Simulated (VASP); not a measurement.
Rh:

```
Rh
1.0
     0.00000    1.90213    1.90213
     1.90213    0.00000    1.90213
     1.90213    1.90213    0.00000
Rh
1
Direct
  0.00000 0.00000 0.00000
```

Base run:

| Quantity | Value |
| --- | --- |
| Program | VASP 6.6.1 |
| Functional | r2SCAN |
| Potentials or basis | VASP PAW PBE potentials, release 64 (Rh_pv) |
| Cutoff | 520 eV |
| k mesh | 24 × 24 × 24 |
| Occupations | fermi-dirac, width 0.15 eV |
| Spin | no spin polarisation |

Its results: pressure 1.1 GPa.

Task: The run is repeated on the same cell with these changes: potentials or basis from VASP PAW PBE potentials, release 64 (Rh_pv) to VASP PAW PBE potentials, release 64 (Rh_sv_GW); cutoff from 520 eV to 580 eV; valence electrons from 15 to 17. What comes out?

Result: Pressure -1.6 GPa.

Caveats: the PAW data sets were made with another functional, which shifts forces and pressure a little.
